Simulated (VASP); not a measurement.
# Al3Ir2 (Fmmm) in VASP: further runs

The runs below take Al3Ir2 through relaxation of cell and atoms, single point, with PBE.

All numbers are computed with VASP 6.6.1; they aren't measurements. Logs are shortened: lines on timing, memory, paths and dates and some standing lists are left out, and cuts for length are marked.

### 1 The cell of the first run

Symmetry: Fmmm, No. 69, orthorhombic system. The conventional cell has a = 4.384 Å, b = 8.094 Å, c = 11.438 Å, α = 90.00°, β = 90.00°, γ = 90.00°. Al (site symmetry mm2) has 2 Ir at 2.50 Å and 4 Al at 2.69 to 3.02 Å within 3.3 Å. Within 3.4 Å of Al (site symmetry mmm) lie 6 Ir at 2.59 to 2.67 Å and 4 Al at 3.02 Å. Ir (site symmetry m2m) has 5 Al at 2.50 to 2.67 Å and 3 Ir at 2.54 to 2.76 Å within 3.3 Å.

The cell was generated, and may not be a known phase.

### 2 Relaxation of cell and atoms, PBE

The input, INCAR:

```
SYSTEM = Al3Ir2
PREC = Accurate
ENCUT = 600
EDIFF = 1E-7
ISMEAR = 0
SIGMA = 0.1
LREAL = .False.
LASPH = .True.
NELM = 100
ALGO = Normal
ISIF = 3
LWAVE = .False.
LCHARG = .False.
GGA = PE
IBRION = 2
NSW = 90
EDIFFG = -0.04
```

The input, KPOINTS:

```
regular mesh
0
Gamma
  6 6 6
  0 0 0
```

The input, POSCAR:

```
Al3Ir2
1.0
    0.0000000000      4.0471705890      5.7191186829
    2.1918212616      0.0000000000      5.7191186829
    2.1918212616      4.0471705890      0.0000000000
Al Ir
3 2
Direct
    0.3182185666      0.3182185666      0.6817814334
    0.6817814334      0.6817814334      0.3182185666
    0.0000000000      0.0000000000      0.0000000000
    0.3293464907      0.6706535093      0.3293464907
    0.6706535093      0.3293464907      0.6706535093
```

Potentials or basis: VASP PAW PBE potentials, release 64 (Al, Ir).

On the command line:

```sh
> cat potpaw_PBE.64/Al/POTCAR potpaw_PBE.64/Ir/POTCAR > POTCAR
> mpirun -np 1 vasp_std > vasp.out
```

OUTCAR:

```text
SYSTEM = Al3Ir2
   PREC = Accurate
   ENCUT = 600
   EDIFF = 1E-7
   ISMEAR = 0
   LREAL = .False.
   LASPH = .True.
   NELM = 100
   ISIF = 3
   GGA = PE
   IBRION = 2
   NSW = 90
   EDIFFG = -0.04

 ion  position               nearest neighbor table
   1  0.318  0.318  0.682-   4 2.50   5 2.50   2 2.69   2 2.69   3 3.02   3 3.02
   2  0.682  0.682  0.318-   4 2.50   5 2.50   1 2.69   1 2.69   3 3.02   3 3.02
   3  0.000  0.000  0.000-   5 2.59   5 2.59   4 2.59   4 2.59   4 2.67   5 2.67   2 3.02   1 3.02
                             2 3.02   1 3.02
   4  0.329  0.671  0.329-   1 2.50   2 2.50   5 2.54   5 2.54   3 2.59   3 2.59   3 2.67   5 2.76

   5  0.671  0.329  0.671-   1 2.50   2 2.50   4 2.54   4 2.54   3 2.59   3 2.59   3 2.67   4 2.76

  LATTYP: Found a face centered orthorhombic cell.
 ALAT       =     4.3836425232
 B/A-ratio  =     1.8464875124
 C/A-ratio  =     2.6092997559

  Lattice vectors:

 A1 = (   0.0000000000,   4.0471705890,   5.7191186829)
 A2 = (   2.1918212616,   0.0000000000,   5.7191186829)
 A3 = (   2.1918212616,   4.0471705890,   0.0000000000)

Analysis of symmetry for initial positions (statically):
=====================================================================
 Subroutine PRICEL returns:
 Original cell was already a primitive cell.

 Routine SETGRP: Setting up the symmetry group for a
 face centered orthorhombic supercell.

 Subroutine GETGRP returns: Found  8 space group operations
 (whereof  8 operations were pure point group operations)
 out of a pool of  8 trial point group operations.

The static configuration has the point symmetry D_2h.

Analysis of symmetry for dynamics (positions and initial velocities):
=====================================================================
 Subroutine PRICEL returns:
 Original cell was already a primitive cell.

 Routine SETGRP: Setting up the symmetry group for a
 face centered orthorhombic supercell.

 Subroutine GETGRP returns: Found  8 space group operations
 (whereof  8 operations were pure point group operations)
 out of a pool of  8 trial point group operations.

The dynamic configuration has the point symmetry D_2h.

 Subroutine INISYM returns: Found  8 space group operations
 (whereof  8 operations are pure point group operations),
 and found     1 'primitive' translations

----------------------------------------------------------------------------------------

                                     Primitive cell

  volume of cell :     101.4649

  direct lattice vectors                    reciprocal lattice vectors
     0.000000000  4.047170589  5.719118683    -0.228120791  0.123543100  0.087426058
     2.191821262  0.000000000  5.719118683     0.228120791 -0.123543100  0.087426058
     2.191821262  4.047170589  0.000000000     0.228120791  0.123543100 -0.087426058

  length of vectors
     7.006276349  6.124736643  4.602572131     0.273761408  0.273761408  0.273761408

  position of ions in fractional coordinates (direct lattice)
     0.318218567  0.318218567  0.681781433
     0.681781433  0.681781433  0.318218567
     0.000000000  0.000000000  0.000000000
     0.329346491  0.670653509  0.329346491
     0.670653509  0.329346491  0.670653509

  ion indices of the primitive-cell ions
   primitive index   ion index
                 1           1
                 2           2
                 3           3
                 4           4
                 5           5

----------------------------------------------------------------------------------------

 KPOINTS: regular mesh

Automatic generation of k-mesh.
 Grid dimensions read from file:
 generate k-points for:    6    6    6

 Generating k-lattice:

  Cartesian coordinates                     Fractional coordinates (reciprocal lattice)
    -0.038020132  0.020590517  0.014571010     0.166666667  0.000000000  0.000000000
     0.038020132 -0.020590517  0.014571010     0.000000000  0.166666667  0.000000000
     0.038020132  0.020590517 -0.014571010     0.000000000  0.000000000  0.166666667

  Length of vectors
     0.045626901  0.045626901  0.045626901

  Shift w.r.t. Gamma in fractional coordinates (k-lattice)
     0.000000000  0.000000000  0.000000000

 Subroutine IBZKPT returns following result:
 ===========================================

 Found     46 irreducible k-points:

 Following reciprocal coordinates:
            Coordinates               Weight
  0.000000  0.000000  0.000000      1.000000
  0.166667 -0.000000 -0.000000      8.000000
  0.333333 -0.000000 -0.000000      8.000000
  0.500000  0.000000 -0.000000      4.000000
  0.166667  0.166667  0.000000      2.000000
  0.333333  0.166667 -0.000000      8.000000
[... 16 lines left out ...]
 -0.166667  0.166667  0.166667      8.000000
  0.500000  0.333333  0.166667      4.000000
 [... further k-points ...]
   k-points           NKPTS =     46   k-points in BZ     NKDIM =     46   number of bands    NBANDS=     17
   number of dos      NEDOS =    301   number of ions     NIONS =      5
   total plane-waves  NPLWV = 112000
   dimension x,y,z NGX =    56 NGY =   50 NGZ =   40
   dimension x,y,z NGXF=   112 NGYF=  100 NGZF=   80
   ions per type =               3   2
   NGX,Y,Z   is equivalent  to a cutoff of  13.29, 13.57, 14.45 a.u.
   NGXF,Y,Z  is equivalent  to a cutoff of  26.58, 27.14, 28.90 a.u.
 SYSTEM =  Al3Ir2
   PREC   = accura    normal or accurate (medium, high low for compatibility)
   ISTART =      0    job   : 0-new  1-cont  2-samecut
   ICHARG =      2    charge: 1-file 2-atom 10-const
   ISPIN  =      1    spin polarized calculation?
   LNONCOLLINEAR =      F non collinear calculations
   LSORBIT =      F    spin-orbit coupling
   LASPH  =      T    aspherical Exc in radial PAW
   ENCUT  =  600.0 eV  44.10 Ry    6.64 a.u.  13.99 12.23  9.19*2*pi/ulx,y,z
   NELM   =    100;   NELMIN=  2; NELMDL= -5     # of ELM steps
   EDIFF  = 0.1E-06   stopping-criterion for ELM
   LREAL  =      F    real-space projection
   EDIFFG = -.4E-01   stopping-criterion for IOM
   NSW    =     90    number of steps for IOM
   IBRION =      2    ionic relax: 0-MD 1-quasi-New 2-CG
   NFREE  =      1    steps in history (QN), initial steepest desc. (CG)
   ISIF   =      3    stress and relaxation
   ISYM   =      2    0-nonsym 1-usesym 2-fastsym
   POTIM  = 0.5000    time-step for ionic-motion
   TEBEG  =    0.0;   TEEND  =   0.0 temperature during run
   PSTRESS=    0.0 pullay stress
   NELECT =      27.0000    total number of electrons
   NUPDOWN=      -1.0000    fix difference up-down
   EMIN   =  10.00;   EMAX   =-10.00  energy-range for DOS
   EFERMI =   0.00;   METHOD = LEGACY
   ISMEAR =     0;   SIGMA  =   0.10  broadening in eV -4-tet -1-fermi 0-gaus
   EFERMI_NEDOS =   21; number of points for ismear=-14 and -15
   IALGO  =     38    algorithm
   IMIX   =      4    mixing-type and parameters
     AMIX     =   0.40;   BMIX     =  1.00
     AMIX_MAG =   1.60;   BMIX_MAG =  1.00
  volume/ion in A,a.u.               =      20.29       136.94
  Fermi-wavevector in a.u.,A,eV,Ry     =   1.052990  1.989862 15.085970  1.108788
  Thomas-Fermi vector in A             =   2.188094
   LORBIT       =      0    0 simple, 1 ext, 2 COOP (PROOUT), +10 PAW based schemes
   GGA     = PE    functional components
   LHFCALC =     F    Hartree Fock is set to
   AEXX    =    0.0000 exact exchange contribution
   IVDW    =     0    specifies the selected vdW correction
   LEPSILON=     F    determine dielectric tensor
   LRPA    =     F    only Hartree local field effects (RPA)
 conjugate gradient relaxation of ions
 non-spin polarized calculation
 Gauss-broadening in eV      SIGMA  =   0.10
  energy-cutoff  :      600.00
  volume of cell :      101.46
 maximum number of plane-waves:      3427
   NGX = 27   NGY = 25   NGZ = 19

--------------------------------------- Ionic step        1  -------------------------------------------

 number of electron      27.0000000 magnetization

 Free energy of the ion-electron system (eV)
  ---------------------------------------------------
  ext. energy  EPLUGINS =         0.00000000
  ---------------------------------------------------
  free energy    TOTEN  =       -29.38259391 eV

  energy without entropy =      -29.36728769  energy(sigma->0) =      -29.37494080

------------------------ aborting loop because EDIFF is reached ----------------------------------------

  FORCE on cell =-STRESS in cart. coord.  units (eV):
  Direction    XX          YY          ZZ          XY          YZ          ZX
  --------------------------------------------------------------------------------------
  -------------------------------------------------------------------------------------
  Total        0.4643692     -0.0513457      0.1501958      0.0000000      0.0000000      0.0000000
  in kB        7.3326047     -0.8107731      2.3716606      0.0000000      0.0000000      0.0000000
  external PRESSURE =       2.9644974 kB  Pullay stress =       0.0000000 kB

 VOLUME and BASIS-vectors are now :
 -----------------------------------------------------------------------------
  energy-cutoff  :      600.00
  volume of cell :      101.46
      direct lattice vectors                 reciprocal lattice vectors
     0.000000000  4.047170589  5.719118683    -0.228120791  0.123543100  0.087426058
     2.191821262  0.000000000  5.719118683     0.228120791 -0.123543100  0.087426058
     2.191821262  4.047170589  0.000000000     0.228120791  0.123543100 -0.087426058
[... 157 lines left out ...]
 POSITION                                       TOTAL-FORCE (eV/Angst)
 -----------------------------------------------------------------------------------
      2.20072      4.03340      3.64395         0.000000      0.000000     -0.026527
      2.20072      4.03340      7.80921         0.000000      0.000000      0.026527
      0.00000      0.00000      0.00000         0.000000      0.000000      0.000000
      2.20072      2.65729      5.72658         0.000000     -0.052939     -0.000000
      2.20072      5.40951      5.72658         0.000000      0.052939     -0.000000
 -----------------------------------------------------------------------------------
    total drift:                                0.000000      0.000000      0.000000

  FREE ENERGIE OF THE ION-ELECTRON SYSTEM (eV)
  ---------------------------------------------------
  free  energy   TOTEN  =       -29.3837560540 eV

  energy  without entropy=      -29.3680259056  energy(sigma->0) =      -29.37589098

--------------------------------------- Ionic step        6  -------------------------------------------

 number of electron      27.0000000 magnetization

 Free energy of the ion-electron system (eV)
  ---------------------------------------------------
  ext. energy  EPLUGINS =         0.00000000
  ---------------------------------------------------
  free energy    TOTEN  =       -29.38399349 eV

  energy without entropy =      -29.36829736  energy(sigma->0) =      -29.37614542

 E-fermi :   5.5209     XC(G=0): -10.0194

 val. band max:        5.5201398160   @ k =   0.5000   0.0000   0.5000
 cond. band min:       5.5223384407   @ k =  -0.3333   0.3333   0.3333
 fundamental gap:      0.0021986247
 Fermi energy:         5.5208856691

 k-point     1 :       0.0000    0.0000    0.0000
  band No.  band energies     occupation
      1      -4.1881      2.00000
      2      -0.4252      2.00000
      3       0.5813      2.00000
      4       0.8762      2.00000
      5       0.9236      2.00000
      6       2.0675      2.00000
[... 9 lines left out ...]
     16       8.2937      0.00000
     17       8.4891      0.00000
[... 441 lines left out ...]
 k-point    24 :       0.5000    0.3333    0.1667
  band No.  band energies     occupation
      1      -3.6388      2.00000
      2      -1.1430      2.00000
      3       0.3892      2.00000
      4       0.8052      2.00000
      5       0.9520      2.00000
      6       1.9089      2.00000
[... 9 lines left out ...]
     16       7.5012      0.00000
     17       7.7357      0.00000

 [... further k-points ...]

------------------------ aborting loop because EDIFF is reached ----------------------------------------

  FORCE on cell =-STRESS in cart. coord.  units (eV):
  Direction    XX          YY          ZZ          XY          YZ          ZX
  --------------------------------------------------------------------------------------
  -------------------------------------------------------------------------------------
  Total        0.0384179      0.0014557     -0.0947054     -0.0000000      0.0000000      0.0000000
  in kB        0.6052162      0.0229320     -1.4919424     -0.0000000      0.0000000      0.0000000
  external PRESSURE =      -0.2879314 kB  Pullay stress =       0.0000000 kB

 VOLUME and BASIS-vectors are now :
 -----------------------------------------------------------------------------
  energy-cutoff  :      600.00
  volume of cell :      101.70
      direct lattice vectors                 reciprocal lattice vectors
    -0.000000000  4.028886742  5.729617124    -0.226974737  0.124103762  0.087265866
     2.202888332 -0.000000000  5.729617124     0.226974737 -0.124103762  0.087265866
     2.202888332  4.028886742  0.000000000     0.226974737  0.124103762 -0.087265866

 POSITION                                       TOTAL-FORCE (eV/Angst)
 -----------------------------------------------------------------------------------
      2.20289      4.02889      3.64441         0.000000      0.000000     -0.006085
      2.20289      4.02889      7.81482         0.000000      0.000000      0.006085
      2.20289      4.02889      0.00000         0.000000      0.000000      0.000000
      2.20289      2.65154      5.72962         0.000000     -0.015861      0.000000
      2.20289      5.40623      5.72962         0.000000      0.015861      0.000000
 -----------------------------------------------------------------------------------
    total drift:                               -0.000000     -0.000000      0.000000

  FREE ENERGIE OF THE ION-ELECTRON SYSTEM (eV)
  ---------------------------------------------------
  free  energy   TOTEN  =       -29.3839934869 eV

  energy  without entropy=      -29.3682973625  energy(sigma->0) =      -29.37614542

 reached required accuracy - stopping structural energy minimisation
```

Wall time 18 min (1 thread of Intel Xeon 8259CL, shared host); peak memory 0.39 GiB.

Results:

* Free energy: -29.3840 eV
* Relaxed volume: 20.34 Å³/atom
* Relaxed cell: a = 7.004 Å, b = 6.139 Å, c = 4.592 Å, α = 80.09°, β = 59.69°, γ = 40.22°
* Space group after relaxing (to 0.1 Å): Fmmm (No. 69)
* Energy gained by relaxing: 0.3 meV/atom
* Ionic steps: 6
* Pressure after relaxing: 0.0 GPa
* Largest force after relaxing: 0.016 eV/Å
* Band gap on the k mesh: zero (an odd number of electrons rules out a gap without spin polarisation)

Forces on the atoms (eV/Å):
```
Al   0.000  0.000 -0.006
Al   0.000  0.000  0.006
Al   0.000  0.000  0.000
Ir   0.000 -0.016  0.000
Ir   0.000  0.016  0.000
```

The path:
```
step  energy change (eV)  largest force (eV/Å)  pressure (GPa)  volume (Å³)
   1              0.0000                0.0349            0.30       101.46
   2             -0.0005                0.0480           -0.38       102.02
   3             -0.0008                0.0174           -0.14       101.81
   4             -0.0011                0.0440            0.01       101.70
   5             -0.0012                0.0529            0.06       101.66
   6             -0.0014                0.0159           -0.03       101.70
```

Final structure:
```
CELL_PARAMETERS angstrom
0.00000 4.02889 5.72962
2.20289 0.00000 5.72962
2.20289 4.02889 0.00000
ATOMIC_POSITIONS crystal
Al 0.31803 0.31803 0.68197
Al 0.68197 0.68197 0.31803
Al 0.00000 0.00000 0.00000
Ir 0.32907 0.67093 0.32907
Ir 0.67093 0.32907 0.67093
```

Levels at points of the mesh, in eV from the Fermi level:
```tsv
k point	band 9	band 10	band 11	band 12	band 13	band 14	band 15	band 16	band 17
(0.00, 0.00, 0.00)	-2.47	-2.08	-1.82	-1.82	-1.73	1.59	2.44	2.77	2.97
(0.50, 0.00, 0.00)	-2.72	-1.66	-1.58	-1.06	-1.00	-0.82	0.03	1.61	1.68
(0.50, 0.50, 0.00)	-3.16	-2.01	-1.91	-1.47	0.98	1.20	1.60	2.60	3.18
(0.50, 0.00, 0.50)	-2.08	-1.58	-1.39	-0.58	-0.41	0.00	0.79	0.96	1.26
(0.00, 0.50, 0.50)	-2.76	-2.51	-1.45	-1.40	-1.16	-0.56	0.01	2.32	2.34
```

Caveat: spin-orbit coupling is left out, which moves the levels of the heavy elements.

### 3 Single point, PBE, collinear spin

The input, INCAR:

```
PREC = Accurate
ENCUT = 520
EDIFF = 1E-6
ISMEAR = 0
SIGMA = 0.1
LREAL = False
LASPH = True
NELM = 150
ALGO = Normal
ISIF = 2
LWAVE = False
LCHARG = False
ISPIN = 2
MAGMOM = 0 0 0 1 1
LORBIT = 11
LMAXMIX = 4
GGA = PE
NBANDS = 26
```

The input, KPOINTS:

```
regular mesh
0
Gamma
  6 6 6
```

The input, POSCAR:

```
Al3Ir2
1.0
    0.0000000000      4.0288368944      5.7267412260
    2.2019929683      0.0000000000      5.7267412260
    2.2019929683      4.0288368944      0.0000000000
Al Ir
3 2
Direct
    0.3180142064      0.3180142064      0.6819857936
    0.6819857936      0.6819857936      0.3180142064
    0.0000000000      0.0000000000      0.0000000000
    0.3291202975      0.6708797025      0.3291202975
    0.6708797025      0.3291202975      0.6708797025
```

Potentials or basis: VASP PAW PBE potentials, release 64 (Al, Ir).

On the command line:

```sh
> cat potpaw_PBE.64/Al/POTCAR potpaw_PBE.64/Ir/POTCAR > POTCAR
> mpirun -np 1 vasp_std > vasp.out
```

It took 9.1 min on 1 thread of AMD EPYC 9755, shared host; peak memory 0.43 GiB.

Results (log left out):

```
Free energy                                           : -29.3837 eV
Pressure                                              : 0.1 GPa
Largest force                                         : 0.024 eV/Å
Net moment                                            : 0.00 μB per cell
Valence electrons inside the program's atomic spheres : Al 0.79, 0.77 (each value once); Ir 8.49
```

Forces on the atoms (eV/Å):
```
Al   0.000  0.000 -0.011
Al   0.000  0.000  0.011
Al   0.000  0.000  0.000
Ir   0.000 -0.024  0.000
Ir   0.000  0.024  0.000
```

Stress tensor (GPa, compression positive):
```
 0.16  0.00  0.00
 0.00  0.09  0.00
 0.00  0.00 -0.06
```

Levels at points of the mesh, in eV from the Fermi level:
Spin up:
```csv
k point,band 10,band 11,band 12,band 13,band 14,band 15,band 16,band 17
"(0.00, 0.00, 0.00)",-2.08,-1.82,-1.82,-1.74,1.59,2.45,2.78,2.97
"(0.50, 0.00, 0.00)",-1.66,-1.58,-1.06,-1.00,-0.82,0.03,1.61,1.68
"(0.50, 0.50, 0.00)",-2.01,-1.92,-1.48,0.98,1.20,1.60,2.60,3.18
"(0.50, 0.00, 0.50)",-1.58,-1.39,-0.58,-0.41,0.00,0.80,0.97,1.26
"(0.00, 0.50, 0.50)",-2.52,-1.45,-1.39,-1.16,-0.57,0.02,2.32,2.34
```
Spin down:
```tsv
k point	band 11	band 12	band 13	band 14	band 15	band 16
(0.00, 0.00, 0.00)	-1.82	-1.82	-1.74	1.59	2.45	2.78
(0.50, 0.00, 0.00)	-1.58	-1.06	-1.00	-0.82	0.03	1.61
(0.50, 0.50, 0.00)	-1.92	-1.48	0.98	1.20	1.60	2.60
(0.50, 0.00, 0.50)	-1.39	-0.58	-0.41	0.00	0.80	0.97
(0.00, 0.50, 0.50)	-1.45	-1.39	-1.16	-0.57	0.02	2.32
```

Caveat: spin-orbit coupling is left out, which moves the levels of the heavy elements.
